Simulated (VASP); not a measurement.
Input of a VASP 6.6.1 run:

The input POSCAR:

```
Cu
1.0
    2.5049403551      0.0000000000      0.0000000000
   -1.2524701775      2.1693419825      0.0000000000
    0.0000000000      0.0000000000      4.0881369947
Cu
2
Direct
    0.3333333333      0.6666666667      0.2500000000
    0.6666666667      0.3333333333      0.7500000000
```

The input INCAR.step1:

```
PREC = Accurate ; ENCUT = 600
ISMEAR = 0 ; SIGMA = 0.1
LREAL = F ; LASPH = T
NELM = 100 ; GGA = PE
ALGO = Normal ; EDIFF = 1E-4
LWAVE = T ; LCHARG = F
```

File INCAR.step2:

```
PREC = Accurate ; ENCUT = 600
EDIFF = 1E-6 ; ISMEAR = 0
SIGMA = 0.1 ; LREAL = F
LASPH = T ; NELM = 100
ALGO = Normal ; ISIF = 4
LWAVE = F ; LCHARG = F
METAGGA = R2SCAN ; LMIXTAU = T
IBRION = 2 ; NSW = 50
EDIFFG = -0.01 ; ISTART = 1
```

The input KPOINTS:

```
regular mesh
0
Gamma
  18 18 10
```

Potentials or basis: VASP PAW PBE potentials, release 64 (Cu).

Launch:

```bash
$ cat potpaw_PBE.64/Cu/POTCAR > POTCAR
$ cp INCAR.step1 INCAR
$ mpirun -np 1 vasp_std > vasp.out
$ cp INCAR.step2 INCAR
$ mpirun -np 1 vasp_std > vasp.out
```

Question: Predict the band gap on the k mesh.

Answer: Zero (bands 11 and 12 overlap by 6.52 eV).

Final structure:
```cif
data_structure
_symmetry_space_group_name_H-M 'P 1'
_symmetry_Int_Tables_number 1
_cell_length_a 2.5049
_cell_length_b 2.5049
_cell_length_c 4.0881
_cell_angle_alpha 90.000
_cell_angle_beta 90.000
_cell_angle_gamma 120.000
_cell_volume 22.22
loop_
_atom_site_label
_atom_site_type_symbol
_atom_site_fract_x
_atom_site_fract_y
_atom_site_fract_z
_atom_site_occupancy
Cu1 Cu 0.33333 0.66667 0.25000 1
Cu2 Cu 0.66667 0.33333 0.75000 1
```
